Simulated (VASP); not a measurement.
A run of VASP 6.6.1:

File INCAR:

```
ALGO = Normal
EDIFF = 1E-6
ENCUT = 520
ISIF = 2
ISMEAR = -1
LASPH = True
LCHARG = False
LREAL = False
LWAVE = False
NBANDS = 11
NELM = 60
PREC = Accurate
SIGMA = 0.1
```

File KPOINTS:

```
k-points
0
Gamma
  23 23 23
```

File POSCAR:

```
Pt
1.0
    0.0000000000      1.9211103559      1.9211103559
    1.9211103559      0.0000000000      1.9211103559
    1.9211103559      1.9211103559      0.0000000000
Pt
1
Direct
    0.0000000000      0.0000000000      0.0000000000
```

Potentials or basis: VASP PAW LDA potentials, release 64 (Pt).

Run with:

```sh
$ cat potpaw_LDA.64/Pt/POTCAR > POTCAR
$ mpirun -np 1 vasp_std > vasp.out
```

Hardware: 1 thread of Intel(R) Xeon(R) Platinum 8488C (Sapphire Rapids), on a shared host.

Task: Estimate the wall time of this run.

Result: Run time: 23 s on 1 thread of Intel(R) Xeon(R) Platinum 8488C (Sapphire Rapids) (shared host), peak memory 0.17 GiB. Counts: scf iterations 11, k points 364.
